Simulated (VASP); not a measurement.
# V (P6_3/mmc) in VASP: further runs

The runs below take V through relaxation of cell and atoms, with PBEsol.

All numbers are computed with VASP 6.6.1; they aren't measurements. Logs are shortened: lines on timing, memory, paths and dates and some standing lists are left out, and cuts for length are marked.

**1. The cell of the first run**

It takes space group P6_3/mmc (No. 194, hexagonal). The conventional cell has a = 2.604 Å, b = 2.604 Å, c = 4.723 Å, α = 90.00°, β = 90.00°, γ = 120.00°. Within 3.4 Å of V (site symmetry -6m2) lie 12 V at 2.60 to 2.80 Å.

This isn't the form of V at room conditions, which is bcc.

**2. Relaxation of cell and atoms, PBEsol, collinear spin, ferromagnetic start, target pressure 5 GPa, at which the enthalpy is minimised**

Input file INCAR:

```
SYSTEM = V
PREC = Accurate
ENCUT = 600
EDIFF = 1E-7
ISMEAR = -1
SIGMA = 0.05
LREAL = .FALSE.
LASPH = .TRUE.
NELM = 150
ALGO = Normal
ISIF = 3
LWAVE = .FALSE.
LCHARG = .FALSE.
ISPIN = 2
MAGMOM = 2 2
LORBIT = 11
LMAXMIX = 4
GGA = PS
IBRION = 2
NSW = 80
EDIFFG = -0.005
PSTRESS = 50.0
```

Input file KPOINTS:

```
regular mesh
0
G
  12 12 6
  0 0 0
```

Input file POSCAR:

```
V
1.0
    2.6042941027      0.0000000000      0.0000000000
   -1.3021470513      2.2553848518      0.0000000000
    0.0000000000      0.0000000000      4.7233360000
V
2
Direct
    0.3333333333      0.6666666667      0.2500000000
    0.6666666667      0.3333333333      0.7500000000
```

Potentials or basis: VASP PAW PBE potentials, release 64 (V_sv).

The run is started by

```bash
$ cat potpaw_PBE.64/V_sv/POTCAR > POTCAR
$ mpirun -np 1 vasp_std > vasp.out
```

OUTCAR:

```text
SYSTEM = V
   PREC = Accurate
   ENCUT = 600
   EDIFF = 1E-7
   ISMEAR = -1
   LREAL = .FALSE.
   LASPH = .TRUE.
   NELM = 150
   ISIF = 3
   ISPIN = 2
   LORBIT = 11
   GGA = PS
   IBRION = 2
   NSW = 80
   EDIFFG = -0.005
   PSTRESS = 50.0

 ion  position               nearest neighbor table
   1  0.333  0.667  0.250-   2 2.80   2 2.80   2 2.80   2 2.80   2 2.80   2 2.80
   2  0.667  0.333  0.750-   1 2.80   1 2.80   1 2.80   1 2.80   1 2.80   1 2.80

  LATTYP: Found a hexagonal cell.
 ALAT       =     2.6042941027
 C/A-ratio  =     1.8136722712

  Lattice vectors:

 A1 = (   2.6042941027,   0.0000000000,   0.0000000000)
 A2 = (  -1.3021470513,   2.2553848518,   0.0000000000)
 A3 = (   0.0000000000,   0.0000000000,   4.7233360000)

Analysis of symmetry for initial positions (statically):
=====================================================================
 Subroutine PRICEL returns:
 Original cell was already a primitive cell.

 Routine SETGRP: Setting up the symmetry group for a
 hexagonal supercell.

 Subroutine GETGRP returns: Found 24 space group operations
 (whereof 12 operations were pure point group operations)
 out of a pool of 24 trial point group operations.

The static configuration has the point symmetry D_3d.
 The point group associated with its full space group is D_6h.

Analysis of symmetry for dynamics (positions and initial velocities):
=====================================================================
 Subroutine PRICEL returns:
 Original cell was already a primitive cell.

 Routine SETGRP: Setting up the symmetry group for a
 hexagonal supercell.

 Subroutine GETGRP returns: Found 24 space group operations
 (whereof 12 operations were pure point group operations)
 out of a pool of 24 trial point group operations.

The dynamic configuration has the point symmetry D_3d.
 The point group associated with its full space group is D_6h.

Analysis of structural, dynamic, and magnetic symmetry:
=====================================================================
 Subroutine PRICEL returns:
 Original cell was already a primitive cell.

 Routine SETGRP: Setting up the symmetry group for a
 hexagonal supercell.

 Subroutine GETGRP returns: Found 24 space group operations
 (whereof 12 operations were pure point group operations)
 out of a pool of 24 trial point group operations.

The overall configuration has the point symmetry D_3d.
 The point group associated with its full space group is D_6h.

 Subroutine INISYM returns: Found 24 space group operations
 (whereof 12 operations are pure point group operations),
 and found     1 'primitive' translations

----------------------------------------------------------------------------------------

                                     Primitive cell

  volume of cell :      27.7434

  direct lattice vectors                    reciprocal lattice vectors
     2.604294103  0.000000000  0.000000000     0.383981210  0.221691655  0.000000000
    -1.302147051  2.255384852  0.000000000     0.000000000  0.443383310  0.000000000
     0.000000000  0.000000000  4.723336000     0.000000000  0.000000000  0.211714771

  length of vectors
     2.604294103  2.604294103  4.723336000     0.443383310  0.443383310  0.211714771

  position of ions in fractional coordinates (direct lattice)
     0.333333333  0.666666667  0.250000000
     0.666666667  0.333333333  0.750000000

  ion indices of the primitive-cell ions
   primitive index   ion index
                 1           1
                 2           2

----------------------------------------------------------------------------------------

 KPOINTS: regular mesh

Automatic generation of k-mesh.
 Grid dimensions read from file:
 generate k-points for:   12   12    6

 Generating k-lattice:

  Cartesian coordinates                     Fractional coordinates (reciprocal lattice)
     0.031998434  0.018474305  0.000000000     0.083333333 -0.000000000  0.000000000
     0.000000000  0.036948609  0.000000000     0.000000000  0.083333333  0.000000000
     0.000000000  0.000000000  0.035285795     0.000000000  0.000000000  0.166666667

  Length of vectors
     0.036948609  0.036948609  0.035285795

  Shift w.r.t. Gamma in fractional coordinates (k-lattice)
     0.000000000  0.000000000  0.000000000

 Subroutine IBZKPT returns following result:
 ===========================================

 Found     76 irreducible k-points:

 Following reciprocal coordinates:
            Coordinates               Weight
  0.000000  0.000000  0.000000      1.000000
  0.083333 -0.000000  0.000000      6.000000
  0.166667 -0.000000  0.000000      6.000000
  0.250000 -0.000000  0.000000      6.000000
  0.333333 -0.000000  0.000000      6.000000
  0.416667 -0.000000  0.000000      6.000000
[... 16 lines left out ...]
  0.250000 -0.000000  0.166667     12.000000
  0.333333 -0.000000  0.166667     12.000000
 [... further k-points ...]
   k-points           NKPTS =     76   k-points in BZ     NKDIM =     76   number of bands    NBANDS=     19
   number of dos      NEDOS =    301   number of ions     NIONS =      2
   total plane-waves  NPLWV =  23040
   dimension x,y,z NGX =    24 NGY =   24 NGZ =   40
   dimension x,y,z NGXF=    48 NGYF=   48 NGZF=   80
   ions per type =               2
   NGX,Y,Z   is equivalent  to a cutoff of  15.32, 15.32, 14.08 a.u.
   NGXF,Y,Z  is equivalent  to a cutoff of  30.64, 30.64, 28.16 a.u.
 SYSTEM =  V
   PREC   = accura    normal or accurate (medium, high low for compatibility)
   ISTART =      0    job   : 0-new  1-cont  2-samecut
   ICHARG =      2    charge: 1-file 2-atom 10-const
   ISPIN  =      2    spin polarized calculation?
   LNONCOLLINEAR =      F non collinear calculations
   LSORBIT =      F    spin-orbit coupling
   LASPH  =      T    aspherical Exc in radial PAW
   ENCUT  =  600.0 eV  44.10 Ry    6.64 a.u.   5.20  5.20  9.43*2*pi/ulx,y,z
   NELM   =    150;   NELMIN=  2; NELMDL= -5     # of ELM steps
   EDIFF  = 0.1E-06   stopping-criterion for ELM
   LREAL  =      F    real-space projection
   EDIFFG = -.5E-02   stopping-criterion for IOM
   NSW    =     80    number of steps for IOM
   IBRION =      2    ionic relax: 0-MD 1-quasi-New 2-CG
   NFREE  =      1    steps in history (QN), initial steepest desc. (CG)
   ISIF   =      3    stress and relaxation
   ISYM   =      2    0-nonsym 1-usesym 2-fastsym
   POTIM  = 0.5000    time-step for ionic-motion
   TEBEG  =    0.0;   TEEND  =   0.0 temperature during run
   PSTRESS=   50.0 pullay stress
   NELECT =      26.0000    total number of electrons
   NUPDOWN=      -1.0000    fix difference up-down
   EMIN   =  10.00;   EMAX   =-10.00  energy-range for DOS
   EFERMI =   0.00;   METHOD = LEGACY
   ISMEAR =    -1;   SIGMA  =   0.05  broadening in eV -4-tet -1-fermi 0-gaus
   EFERMI_NEDOS =   21; number of points for ismear=-14 and -15
   IALGO  =     38    algorithm
   IMIX   =      4    mixing-type and parameters
     AMIX     =   0.40;   BMIX     =  1.00
     AMIX_MAG =   1.60;   BMIX_MAG =  1.00
  volume/ion in A,a.u.               =      13.87        93.61
  Fermi-wavevector in a.u.,A,eV,Ry     =   1.602062  3.027459 34.920768  2.566604
  Thomas-Fermi vector in A             =   2.698942
   LORBIT       =     11    0 simple, 1 ext, 2 COOP (PROOUT), +10 PAW based schemes
   GGA     = PS    functional components
   LHFCALC =     F    Hartree Fock is set to
   AEXX    =    0.0000 exact exchange contribution
   IVDW    =     0    specifies the selected vdW correction
   LEPSILON=     F    determine dielectric tensor
   LRPA    =     F    only Hartree local field effects (RPA)
 conjugate gradient relaxation of ions
 spin polarized calculation
  energy-cutoff  :      600.00
  volume of cell :       27.74
 maximum number of plane-waves:       937
 NGX is ok and might be reduce to    24
   NGX = 11   NGY = 11   NGZ = 19

--------------------------------------- Ionic step        1  -------------------------------------------

 number of electron      26.0000001 magnetization       0.0009431

 number of electron      26.0000001 magnetization      -0.0001114

 Free energy of the ion-electron system (eV)
  ---------------------------------------------------
  ext. energy  EPLUGINS =         0.00000000
  ---------------------------------------------------
  free energy    TOTEN  =       -18.72836501 eV

  energy without entropy =      -18.70256828  energy(sigma->0) =      -18.71546664

 E-fermi :   9.5504     XC(G=0): -12.8792

 val. band max:        9.5384412398   @ k =   0.1667  -0.0000   0.0000
 cond. band min:       9.5664838173   @ k =   0.3333   0.1667   0.5000
 fundamental gap:      0.0280425775
 Fermi energy:         9.5504222492

 spin component 1

 k-point     1 :       0.0000    0.0000    0.0000
  band No.  band energies     occupation
      1     -54.2279      1.00000
      2     -54.1190      1.00000
      3     -28.4405      1.00000
      4     -27.7993      1.00000
      5     -27.6585      1.00000
      6     -27.6585      1.00000
[... 11 lines left out ...]
     18      11.3763      0.00000
     19      12.4259      0.00000
[... 1345 lines left out ...]
  FREE ENERGIE OF THE ION-ELECTRON SYSTEM (eV)
  ---------------------------------------------------
  free  energy   TOTEN  =       -18.7438919760 eV

  energy  without entropy=      -18.7217266675  energy(sigma->0) =      -18.73280932

  enthalpy is  TOTEN    =       -17.9336315541 eV   P V=        0.8102604219

--------------------------------------- Ionic step        9  -------------------------------------------

 number of electron      26.0000000 magnetization       0.0000002

 number of electron      26.0000000 magnetization      -0.0000004

 Free energy of the ion-electron system (eV)
  ---------------------------------------------------
  ext. energy  EPLUGINS =         0.00000000
  ---------------------------------------------------
  free energy    TOTEN  =       -18.74385597 eV

  energy without entropy =      -18.72166332  energy(sigma->0) =      -18.73275965

 E-fermi :  10.4005     XC(G=0): -13.2448

 val. band max:       10.3793609814   @ k =   0.2500   0.1667   0.0000
 cond. band min:      10.4048070715   @ k =   0.3333  -0.0000   0.1667
 fundamental gap:      0.0254460901
 Fermi energy:        10.4004517147

 spin component 1

 k-point     1 :       0.0000    0.0000    0.0000
  band No.  band energies     occupation
      1     -53.3304      1.00000
      2     -53.1861      1.00000
      3     -27.6099      1.00000
      4     -26.8077      1.00000
      5     -26.6526      1.00000
      6     -26.6526      1.00000
[... 11 lines left out ...]
     18      12.3636      0.00000
     19      13.5236      0.00000
[... 1060 lines left out ...]
 POSITION                                       TOTAL-FORCE (eV/Angst)
 -----------------------------------------------------------------------------------
     -0.00000      1.47120      1.15422         0.000000      0.000000      0.000000
      1.27410      0.73560      3.46266        -0.000000     -0.000000      0.000000
 -----------------------------------------------------------------------------------
    total drift:                                0.000000     -0.000000      0.000000

  FREE ENERGIE OF THE ION-ELECTRON SYSTEM (eV)
  ---------------------------------------------------
  free  energy   TOTEN  =       -18.7438559736 eV

  energy  without entropy=      -18.7216633216  energy(sigma->0) =      -18.73275965

  enthalpy is  TOTEN    =       -17.9336345218 eV   P V=        0.8102214518

 reached required accuracy - stopping structural energy minimisation

 total charge

# of ion       s       p       d       tot
------------------------------------------
    1        2.365   6.232   3.153  11.750
    2        2.365   6.232   3.153  11.750
--------------------------------------------------
tot          4.730  12.465   6.306  23.501

 magnetization (x)

# of ion       s       p       d       tot
------------------------------------------
    1       -0.000  -0.000   0.000   0.000
    2       -0.000  -0.000   0.000   0.000
--------------------------------------------------
tot         -0.000  -0.000   0.000   0.000
```

It took 7.8 min on 1 thread of Intel Xeon Platinum 8375C at 2.90GHz (Ice Lake), shared host; peak memory 0.22 GiB.

What came out:

```
Free energy                                                : -18.7439 eV
Relaxed volume                                             : 12.98 Å³/atom
Relaxed cell                                               : a = 2.548 Å, b = 2.548 Å, c = 4.617 Å, α = 90.00°, β = 90.00°, γ = 120.00°
Space group after relaxing (to 0.1 Å)                      : P6_3/mmc (No. 194)
Energy change on relaxing (the run minimises the enthalpy) : -7.7 meV/atom
Ionic steps                                                : 9
Pressure after relaxing                                    : 5.0 GPa
Band gap on the k mesh                                     : zero (filled and empty bands overlap)
Net moment                                                 : 0.00 μB per cell
Valence electrons inside the program's atomic spheres      : V 11.75
```

The path:
```csv
step,energy change (eV),largest force (eV/Å),pressure (GPa),volume (Å³)
1,0.0000,0.0000,-7.10,27.74
2,0.1944,0.0000,26.86,23.75
3,-0.0166,0.0000,4.70,26.00
4,-0.0155,0.0000,4.97,25.96
5,-0.0144,0.0000,5.25,25.93
6,-0.0165,0.0000,4.69,26.00
7,-0.0155,0.0000,4.99,25.96
8,-0.0155,0.0000,4.97,25.96
9,-0.0155,0.0000,5.00,25.96
```

Final structure:
```
CELL_PARAMETERS angstrom
2.54819 0.00000 0.00000
-1.27410 2.20680 0.00000
0.00000 0.00000 4.61688
ATOMIC_POSITIONS crystal
V 0.33333 0.66667 0.25000
V 0.66667 0.33333 0.75000
```

Levels at points of the mesh, in eV from the Fermi level:
Spin up:
```tsv
k point	band 9	band 10	band 11	band 12	band 13	band 14	band 15	band 16	band 17	band 18
(0.00, 0.00, 0.00)	-7.02	-3.61	-0.65	-0.11	0.33	0.33	0.68	0.68	1.96	1.96
(0.50, 0.00, 0.00)	-3.20	-3.02	-2.99	-0.42	-0.10	0.34	0.62	3.22	3.84	3.96
(0.00, 0.00, 0.50)	-5.16	-5.16	-1.11	-1.11	0.37	0.37	0.37	0.37	2.71	2.71
(0.50, 0.00, 0.50)	-3.52	-3.52	-1.98	-1.98	1.76	1.76	1.82	1.82	3.90	3.90
```
Spin down:
```
           k point  band 10  band 11  band 12  band 13  band 14  band 15  band 16  band 17
(0.00, 0.00, 0.00)    -3.61    -0.65    -0.11     0.33     0.33     0.68     0.68     1.96
(0.50, 0.00, 0.00)    -3.02    -2.99    -0.42    -0.10     0.34     0.62     3.22     3.84
(0.00, 0.00, 0.50)    -5.16    -1.11    -1.11     0.37     0.37     0.37     0.37     2.71
(0.50, 0.00, 0.50)    -3.52    -1.98    -1.98     1.76     1.76     1.82     1.82     3.90
```

Caveat: the cell is relaxed towards a set pressure, so the run minimises the enthalpy, not the energy; the moments typed at the start vanished in this run; the PAW data sets were made with another functional, which shifts forces and pressure a little.

**3. Relaxation of cell and atoms, PBEsol, collinear spin, ferromagnetic start, target pressure 10 GPa, at which the enthalpy is minimised**

Input file INCAR:

```
SYSTEM = V
ALGO = Normal
EDIFF = 1E-6
EDIFFG = -0.005
ENCUT = 600
GGA = PS
IBRION = 2
ISIF = 3
ISMEAR = -1
ISPIN = 2
LASPH = .TRUE.
LCHARG = .FALSE.
LMAXMIX = 4
LORBIT = 11
LREAL = .FALSE.
LWAVE = .FALSE.
MAGMOM = 2 2
NELM = 150
NSW = 80
PREC = Accurate
PSTRESS = 100.0
SIGMA = 0.05
```

Input file KPOINTS:

```
k-points
0
G
  12 12 6
  0 0 0
```

POSCAR is that of step 2.

Potentials or basis: VASP PAW PBE potentials, release 64 (V_sv).

The run is started by

```bash
$ cat potpaw_PBE.64/V_sv/POTCAR > POTCAR
$ mpirun -np 1 vasp_std > vasp.out
```

Run time: 4.6 min. Hardware: 1 thread of Intel Xeon Platinum 8375C at 2.90GHz (Ice Lake), shared host; peak memory 0.22 GiB.

Results (log left out):

```
Free energy                                                : -18.7165 eV
Relaxed volume                                             : 12.69 Å³/atom
Relaxed cell                                               : a = 2.529 Å, b = 2.529 Å, c = 4.582 Å, α = 90.00°, β = 90.00°, γ = 120.00°
Space group after relaxing (to 0.1 Å)                      : P6_3/mmc (No. 194)
Energy change on relaxing (the run minimises the enthalpy) : +5.9 meV/atom
Ionic steps                                                : 6
Pressure after relaxing                                    : 10.0 GPa
Band gap on the k mesh                                     : zero (filled and empty bands overlap)
Net moment                                                 : 0.00 μB per cell
Valence electrons inside the program's atomic spheres      : V 11.79
```

The path:
```tsv
step	energy change (eV)	largest force (eV/Å)	pressure (GPa)	volume (Å³)
1	0.0000	0.0000	-7.15	27.74
2	0.5529	0.0000	48.57	22.20
3	0.0072	0.0000	9.22	25.45
4	0.0119	0.0000	10.01	25.37
5	0.0119	0.0000	9.94	25.37
6	0.0119	0.0000	9.95	25.37
```

Final structure:
```xyz
2
Lattice="2.5287 0.0000 0.0000 -1.2643 2.1899 0.0000 0.0000 0.0000 4.5818" Properties=species:S:1:pos:R:3 pbc="T T T"
V     0.0000    1.4599    1.1454
V     1.2643    0.7300    3.4363
```

Levels at points of the mesh, in eV from the Fermi level:
Spin up:
| k point | band 10 | band 11 | band 12 | band 13 | band 14 | band 15 | band 16 | band 17 |
| --- | --- | --- | --- | --- | --- | --- | --- | --- |
| (0.00, 0.00, 0.00) | -3.67 | -0.68 | -0.06 | 0.33 | 0.33 | 0.69 | 0.69 | 2.01 |
| (0.50, 0.00, 0.00) | -3.09 | -3.09 | -0.44 | -0.06 | 0.35 | 0.63 | 3.31 | 3.95 |
| (0.00, 0.00, 0.50) | -5.18 | -1.14 | -1.14 | 0.37 | 0.37 | 0.37 | 0.37 | 2.78 |
| (0.50, 0.00, 0.50) | -3.61 | -2.06 | -2.06 | 1.80 | 1.80 | 1.89 | 1.89 | 4.02 |
Spin down:
```csv
k point,band 10,band 11,band 12,band 13,band 14,band 15,band 16,band 17
"(0.00, 0.00, 0.00)",-3.67,-0.68,-0.06,0.33,0.33,0.69,0.69,2.01
"(0.50, 0.00, 0.00)",-3.09,-3.09,-0.44,-0.06,0.35,0.63,3.31,3.95
"(0.00, 0.00, 0.50)",-5.18,-1.14,-1.14,0.37,0.37,0.37,0.37,2.78
"(0.50, 0.00, 0.50)",-3.61,-2.06,-2.06,1.80,1.80,1.89,1.89,4.02
```

Caveat: the cell is relaxed towards a set pressure, so the run minimises the enthalpy, not the energy; the moments typed at the start vanished in this run; the PAW data sets were made with another functional, which shifts forces and pressure a little.

The gap in the log of VASP goes by the Fermi energy; the results here count the filled bands.